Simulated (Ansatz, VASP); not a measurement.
Al3Pd: VASP beside Ansatz

```
Al Pd
1.0
     3.94691    0.00000    0.00000
     0.00000    3.94691    0.00000
     0.00000    0.00000    3.94691
Al Pd
3 1
Direct
  0.00000 0.50000 0.50000
  0.50000 0.00000 0.50000
  0.50000 0.50000 0.00000
  0.00000 0.00000 0.00000
```

Alike in both runs: task single point; functional PBE; k mesh 5 × 5 × 5; occupations gaussian, width 0.2 eV; no spin polarisation.

|  | VASP | Ansatz |
| --- | --- | --- |
| version | VASP 6.6.1 | Ansatz 0.2.0 |
| potentials or method | VASP PAW PBE potentials, release 64 (Al, Pd), cutoff 500 eV | scalar-relativistic, plane waves, PAW |
| valence electrons in the cell | 19 | 27 |

VASP gave:

```
gap on the k mesh at the Fermi level (eV) : none
pressure (GPa)                            : 1.2
```

Question: Estimate Ansatz's values.

Answer: gap on the k mesh at the Fermi level (eV): none; pressure (GPa): 1.3.

A gap of «none» marks a metal or a gap that the smearing closes. VASP's potentials hold 19 valence electrons a cell and Ansatz's 27, so a difference there can come from the potentials and not from the codes.
